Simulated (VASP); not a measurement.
# NbP (I4_1md) in VASP: electric field gradients with PBEsol

Aim: the electric field gradients of NbP with PBEsol.

All numbers are computed with VASP 6.6.1; they aren't measurements. Logs are shortened: lines on timing, memory, paths and dates and some standing lists are left out, and cuts for length are marked.

### Step 1. The cell of the first run

The structure is tetragonal, space group I4_1md (No. 109). The conventional cell has a = 3.320 Å, b = 3.320 Å, c = 11.300 Å, α = 90.00°, β = 90.00°, γ = 90.00°. Within 3.4 Å of Nb (site symmetry 2mm) lie 6 P at 2.52 to 2.53 Å and 8 Nb at 3.28 to 3.32 Å. Within 3.4 Å of P (site symmetry 2mm) lie 6 Nb at 2.52 to 2.53 Å and 8 P at 3.28 to 3.32 Å.

### Step 2. Electric field gradients, PBEsol

Contents of INCAR:

```
SYSTEM = NbP
  ALGO = Normal
  EDIFF = 1E-8
  ENCUT = 520
  GGA = PS
  ISIF = 2
  ISMEAR = -1
  LASPH = .TRUE.
  LCHARG = .FALSE.
  LEFG = .TRUE.
  LREAL = .FALSE.
  LWAVE = .FALSE.
  NBANDS = 26
  NELM = 80
  PREC = Accurate
  SIGMA = 0.15
```

Contents of KPOINTS:

```
k-points
0
G
  18 18 18
  0 0 0
```

Contents of POSCAR:

```
NbP
1.0
   -1.6598280073      1.6598280073      5.6502220102
    1.6598280073     -1.6598280073      5.6502220102
    1.6598280073      1.6598280073     -5.6502220102
Nb P
2 2
Direct
    0.7501368996      0.7501368996      0.0000000000
    0.5001368996      1.0001368996      0.5000000000
    0.3324916754      0.3324916754      0.0000000000
    0.0824916754      0.5824916754      0.5000000000
```

Potentials or basis: VASP PAW PBE potentials, release 64 (Nb_sv, P).

On the command line:

```bash
$ cat potpaw_PBE.64/Nb_sv/POTCAR potpaw_PBE.64/P/POTCAR > POTCAR
$ mpirun -np 1 vasp_std > vasp.out
```

OUTCAR:

```text
SYSTEM = NbP
   EDIFF = 1E-8
   ENCUT = 520
   GGA = PS
   ISIF = 2
   ISMEAR = -1
   LASPH = .TRUE.
   LREAL = .FALSE.
   NELM = 80
   PREC = Accurate

 ion  position               nearest neighbor table
   1  0.750  0.750  0.000-   4 2.52   4 2.52   3 2.53   3 2.53   3 2.53   3 2.53
   2  0.500  0.000  0.500-   3 2.52   3 2.52   4 2.53   4 2.53   4 2.53   4 2.53
   3  0.332  0.332  0.000-   2 2.52   2 2.52   1 2.53   1 2.53   1 2.53   1 2.53
   4  0.082  0.582  0.500-   1 2.52   1 2.52   2 2.53   2 2.53   2 2.53   2 2.53

  LATTYP: Found a body centered tetragonal cell.
 ALAT       =     3.3196560146
 C/A-ratio  =     3.4041008980

  Lattice vectors:

 A1 = (  -1.6598280073,   1.6598280073,   5.6502220102)
 A2 = (   1.6598280073,  -1.6598280073,   5.6502220102)
 A3 = (   1.6598280073,   1.6598280073,  -5.6502220102)

Analysis of symmetry for initial positions (statically):
=====================================================================
 Subroutine PRICEL returns:
 Original cell was already a primitive cell.

 Routine SETGRP: Setting up the symmetry group for a
 body centered tetragonal supercell.

 Subroutine GETGRP returns: Found  8 space group operations
 (whereof  4 operations were pure point group operations)
 out of a pool of 16 trial point group operations.

The static configuration has the point symmetry C_2v.
 The point group associated with its full space group is C_4v.

Analysis of symmetry for dynamics (positions and initial velocities):
=====================================================================
 Subroutine PRICEL returns:
 Original cell was already a primitive cell.

 Routine SETGRP: Setting up the symmetry group for a
 body centered tetragonal supercell.

 Subroutine GETGRP returns: Found  8 space group operations
 (whereof  4 operations were pure point group operations)
 out of a pool of 16 trial point group operations.

The dynamic configuration has the point symmetry C_2v.
 The point group associated with its full space group is C_4v.

 Subroutine INISYM returns: Found  8 space group operations
 (whereof  4 operations are pure point group operations),
 and found     1 'primitive' translations

----------------------------------------------------------------------------------------

                                     Primitive cell

  volume of cell :      62.2661

  direct lattice vectors                    reciprocal lattice vectors
    -1.659828007  1.659828007  5.650222010     0.000000000  0.301236030  0.088492098
     1.659828007 -1.659828007  5.650222010     0.301236030  0.000000000  0.088492098
     1.659828007  1.659828007 -5.650222010     0.301236030  0.301236030  0.000000000

  length of vectors
     6.118420286  6.118420286  6.118420286     0.313964962  0.313964962  0.426012080

  position of ions in fractional coordinates (direct lattice)
     0.750136900  0.750136900  0.000000000
     0.500136900  0.000136900  0.500000000
     0.332491675  0.332491675  0.000000000
     0.082491675  0.582491675  0.500000000

  ion indices of the primitive-cell ions
   primitive index   ion index
                 1           1
                 2           2
                 3           3
                 4           4

----------------------------------------------------------------------------------------

 KPOINTS: k-points

Automatic generation of k-mesh.
 Grid dimensions read from file:
 generate k-points for:   18   18   18

 Generating k-lattice:

  Cartesian coordinates                     Fractional coordinates (reciprocal lattice)
     0.000000000  0.016735335  0.004916228     0.055555556  0.000000000 -0.000000000
     0.016735335  0.000000000  0.004916228     0.000000000  0.055555556 -0.000000000
     0.016735335  0.016735335  0.000000000     0.000000000  0.000000000  0.055555556

  Length of vectors
     0.017442498  0.017442498  0.023667338

  Shift w.r.t. Gamma in fractional coordinates (k-lattice)
     0.000000000  0.000000000  0.000000000

 Subroutine IBZKPT returns following result:
 ===========================================

 Found    480 irreducible k-points:

 Following reciprocal coordinates:
            Coordinates               Weight
  0.000000  0.000000  0.000000      1.000000
  0.055556 -0.000000  0.000000      8.000000
  0.111111 -0.000000  0.000000      8.000000
  0.166667  0.000000  0.000000      8.000000
  0.222222  0.000000 -0.000000      8.000000
  0.277778 -0.000000  0.000000      8.000000
[... 16 lines left out ...]
 -0.277778  0.055556  0.000000     16.000000
 -0.222222  0.055556  0.000000     16.000000
 [... further k-points ...]
   k-points           NKPTS =    480   k-points in BZ     NKDIM =    480   number of bands    NBANDS=     26
   number of dos      NEDOS =    301   number of ions     NIONS =      4
   total plane-waves  NPLWV = 110592
   dimension x,y,z NGX =    48 NGY =   48 NGZ =   48
   dimension x,y,z NGXF=    96 NGYF=   96 NGZF=   96
   ions per type =               2   2
   NGX,Y,Z   is equivalent  to a cutoff of  13.04, 13.04, 13.04 a.u.
   NGXF,Y,Z  is equivalent  to a cutoff of  26.08, 26.08, 26.08 a.u.
 SYSTEM =  NbP
   PREC   = accura    normal or accurate (medium, high low for compatibility)
   ISTART =      0    job   : 0-new  1-cont  2-samecut
   ICHARG =      2    charge: 1-file 2-atom 10-const
   ISPIN  =      1    spin polarized calculation?
   LNONCOLLINEAR =      F non collinear calculations
   LSORBIT =      F    spin-orbit coupling
   LASPH  =      T    aspherical Exc in radial PAW
   ENCUT  =  520.0 eV  38.22 Ry    6.18 a.u.  11.38 11.38 11.38*2*pi/ulx,y,z
   NELM   =     80;   NELMIN=  2; NELMDL= -5     # of ELM steps
   EDIFF  = 0.1E-07   stopping-criterion for ELM
   LREAL  =      F    real-space projection
   EDIFFG = 0.1E-06   stopping-criterion for IOM
   NSW    =      0    number of steps for IOM
   IBRION =     -1    ionic relax: 0-MD 1-quasi-New 2-CG
   NFREE  =      0    steps in history (QN), initial steepest desc. (CG)
   ISIF   =      2    stress and relaxation
   ISYM   =      2    0-nonsym 1-usesym 2-fastsym
   POTIM  = 0.5000    time-step for ionic-motion
   TEBEG  =    0.0;   TEEND  =   0.0 temperature during run
   PSTRESS=    0.0 pullay stress
   NELECT =      36.0000    total number of electrons
   NUPDOWN=      -1.0000    fix difference up-down
   EMIN   =  10.00;   EMAX   =-10.00  energy-range for DOS
   EFERMI =   0.00;   METHOD = LEGACY
   ISMEAR =    -1;   SIGMA  =   0.15  broadening in eV -4-tet -1-fermi 0-gaus
   EFERMI_NEDOS =   21; number of points for ismear=-14 and -15
   IALGO  =     38    algorithm
   IMIX   =      4    mixing-type and parameters
     AMIX     =   0.40;   BMIX     =  1.00
     AMIX_MAG =   1.60;   BMIX_MAG =  1.00
  volume/ion in A,a.u.               =      15.57       105.05
  Fermi-wavevector in a.u.,A,eV,Ry     =   1.363824  2.577254 25.307065  1.860017
  Thomas-Fermi vector in A             =   2.490194
   LORBIT       =      0    0 simple, 1 ext, 2 COOP (PROOUT), +10 PAW based schemes
   GGA     = PS    functional components
   LHFCALC =     F    Hartree Fock is set to
   AEXX    =    0.0000 exact exchange contribution
   IVDW    =     0    specifies the selected vdW correction
   LEPSILON=     F    determine dielectric tensor
   LRPA    =     F    only Hartree local field effects (RPA)
 non-spin polarized calculation
  energy-cutoff  :      520.00
  volume of cell :       62.27
 maximum number of plane-waves:      1708
 NGX is ok and might be reduce to    48
   NGX = 23   NGY = 23   NGZ = 23

 number of electron      36.0000001 magnetization

 Free energy of the ion-electron system (eV)
  ---------------------------------------------------
  ext. energy  EPLUGINS =         0.00000000
  ---------------------------------------------------
  free energy    TOTEN  =       -37.86826992 eV

  energy without entropy =      -37.78937142  energy(sigma->0) =      -37.82882067

 E-fermi :  10.9238     XC(G=0): -12.2645

 val. band max:       10.9171729692   @ k =  -0.2222   0.2778   0.2222
 cond. band min:      10.9437023537   @ k =  -0.0556  -0.3889   0.0556
 fundamental gap:      0.0265293845
 Fermi energy:        10.9238229425

 k-point     1 :       0.0000    0.0000    0.0000
  band No.  band energies     occupation
      1     -43.8191      2.00000
      2     -43.7737      2.00000
      3     -20.1650      2.00000
      4     -19.9222      2.00000
      5     -19.9222      2.00000
      6     -19.7723      2.00000
[... 18 lines left out ...]
     25      15.1379      0.00000
     26      15.1379      0.00000

 k-point     2 :       0.0556   -0.0000    0.0000
  band No.  band energies     occupation
      1     -43.8183      2.00000
      2     -43.7734      2.00000
      3     -20.1617      2.00000
      4     -19.9318      2.00000
      5     -19.9215      2.00000
      6     -19.7819      2.00000
[... 18 lines left out ...]
     25      15.1156      0.00000
     26      15.3031      0.00000

 k-point     3 :       0.1111   -0.0000    0.0000
  band No.  band energies     occupation
      1     -43.8157      2.00000
      2     -43.7725      2.00000
      3     -20.1523      2.00000
      4     -19.9589      2.00000
      5     -19.9194      2.00000
      6     -19.8083      2.00000
[... 18 lines left out ...]
     25      15.2543      0.00000
     26      15.7262      0.00000

 k-point     4 :       0.1667    0.0000    0.0000
  band No.  band energies     occupation
      1     -43.8118      2.00000
      2     -43.7711      2.00000
      3     -20.1392      2.00000
      4     -19.9985      2.00000
      5     -19.9161      2.00000
      6     -19.8466      2.00000
[... 18 lines left out ...]
     25      15.5516      0.00000
     26      16.2726      0.00000
[... 496 lines left out ...]
      1     -43.7961      2.00000
      2     -43.7657      2.00000
      3     -20.1819      2.00000
      4     -20.0595      2.00000
      5     -19.9678      2.00000
      6     -19.9121      2.00000
[... 18 lines left out ...]
     25      15.8530      0.00000
     26      17.4640      0.00000

 k-point    23 :      -0.2778    0.0556    0.0000
  band No.  band energies     occupation
      1     -43.8013      2.00000
      2     -43.7669      2.00000
      3     -20.1445      2.00000
      4     -20.0599      2.00000
      5     -19.9352      2.00000
      6     -19.9162      2.00000
[... 18 lines left out ...]
     25      16.0067      0.00000
     26      17.1612      0.00000

 k-point    24 :      -0.2222    0.0556    0.0000
  band No.  band energies     occupation
      1     -43.8066      2.00000
      2     -43.7685      2.00000
      3     -20.1313      2.00000
      4     -20.0387      2.00000
      5     -19.9208      2.00000
      6     -19.8911      2.00000
[... 18 lines left out ...]
     25      15.9128      0.00000
     26      16.7046      0.00000

 [... further k-points ...]

------------------------ aborting loop because EDIFF is reached ----------------------------------------

  FORCE on cell =-STRESS in cart. coord.  units (eV):
  Direction    XX          YY          ZZ          XY          YZ          ZX
  --------------------------------------------------------------------------------------
  -------------------------------------------------------------------------------------
  Total       -0.0886097     -0.0886097     -0.0880399      0.0000000      0.0000000      0.0000000
  in kB       -2.2800281     -2.2800281     -2.2653674      0.0000000      0.0000000      0.0000000
  external PRESSURE =      -2.2751412 kB  Pullay stress =       0.0000000 kB

 VOLUME and BASIS-vectors are now :
 -----------------------------------------------------------------------------
  energy-cutoff  :      520.00
  volume of cell :       62.27
      direct lattice vectors                 reciprocal lattice vectors
    -1.659828007  1.659828007  5.650222010     0.000000000  0.301236030  0.088492098
     1.659828007 -1.659828007  5.650222010     0.301236030  0.000000000  0.088492098
     1.659828007  1.659828007 -5.650222010     0.301236030  0.301236030  0.000000000

 POSITION                                       TOTAL-FORCE (eV/Angst)
 -----------------------------------------------------------------------------------
      0.00000      0.00000      8.47688        -0.000000      0.000000     -0.001402
      0.00000      1.65983      0.00155         0.000000     -0.000000     -0.001402
      0.00000      0.00000      3.75730        -0.000000      0.000000      0.001402
      1.65983      0.00000      0.93219         0.000000     -0.000000      0.001402
 -----------------------------------------------------------------------------------
    total drift:                                0.000000      0.000000     -0.000029

  FREE ENERGIE OF THE ION-ELECTRON SYSTEM (eV)
  ---------------------------------------------------
  free  energy   TOTEN  =       -37.8682699177 eV

  energy  without entropy=      -37.7893714166  energy(sigma->0) =      -37.82882067

 Electric field gradients (V/A^2)
---------------------------------------------------------------------
 ion       V_xx      V_yy      V_zz      V_xy      V_xz      V_yz
---------------------------------------------------------------------
   1     -15.965     6.811     9.154    -0.000    -0.000    -0.000
   2       6.811   -15.965     9.154    -0.000    -0.000    -0.000
   3     -10.957    -2.843    13.800     0.000     0.000     0.000
   4      -2.843   -10.957    13.800     0.000     0.000     0.000
---------------------------------------------------------------------

 Electric field gradients after diagonalization (V/A^2)
 (convention: |V_zz| > |V_xx| > |V_yy|)
----------------------------------------------------------------------
 ion       V_xx      V_yy      V_zz     asymmetry (V_yy - V_xx)/ V_zz
----------------------------------------------------------------------
   1       9.154     6.811   -15.965       0.147
   2       9.154     6.811   -15.965       0.147
   3     -10.957    -2.843    13.800       0.588
   4     -10.957    -2.843    13.800       0.588
----------------------------------------------------------------------

           NMR quadrupolar parameters

 Cq : quadrupolar parameter    Cq=e*Q*V_zz/h
 eta: asymmetry parameters     (V_yy - V_xx)/ V_zz
 Q  : nuclear electric quadrupole moment in mb (millibarn)
----------------------------------------------------------------------
 ion       Cq(MHz)       eta       Q (mb)
----------------------------------------------------------------------
   1      -0.039       0.147       1.000
   2      -0.039       0.147       1.000
   3       0.033       0.588       1.000
   4       0.033       0.588       1.000
----------------------------------------------------------------------
```

Run time: 26 min. Hardware: 1 thread of Intel Xeon Platinum 8488C (Sapphire Rapids), shared host; peak memory 0.81 GiB.

Results:

```
Free energy                             : -37.8683 eV
Pressure                                : -0.2 GPa
Band gap on the k mesh                  : zero (bands 18 and 19 overlap by 0.09 eV)
Largest electric field gradient by atom : Nb -16.0; P +13.8 V/Å²
```

Levels at points of the mesh, in eV from the Fermi level:
```tsv
k point	band 14	band 15	band 16	band 17	band 18	band 19	band 20	band 21	band 22	band 23
(0.00, 0.00, 0.00)	-2.29	-2.25	-1.78	-1.38	-1.38	0.82	1.66	2.78	3.26	3.26
(0.50, 0.00, 0.00)	-3.33	-2.39	-1.88	-1.59	-0.08	0.05	1.35	2.56	2.74	3.40
(0.50, 0.50, 0.00)	-4.73	-2.87	-2.87	-0.46	-0.46	3.09	3.09	3.21	3.21	4.25
(0.50, 0.50, 0.50)	-2.82	-2.79	-2.79	-0.50	-0.50	1.21	1.21	2.43	2.43	3.78
```

Electric field gradients, principal values (V/Å²):
```tsv
atom	least	middle	greatest (by size)
1 Nb	6.811	9.154	-15.965
2 Nb	6.811	9.154	-15.965
3 P	-2.843	-10.957	13.800
4 P	-2.843	-10.957	13.800
```

Caveat: without QUAD_EFG the Cq values of the log hold for a quadrupole moment of 1 mb, not for the nuclei; the PAW data sets were made with another functional, which shifts forces and pressure a little.
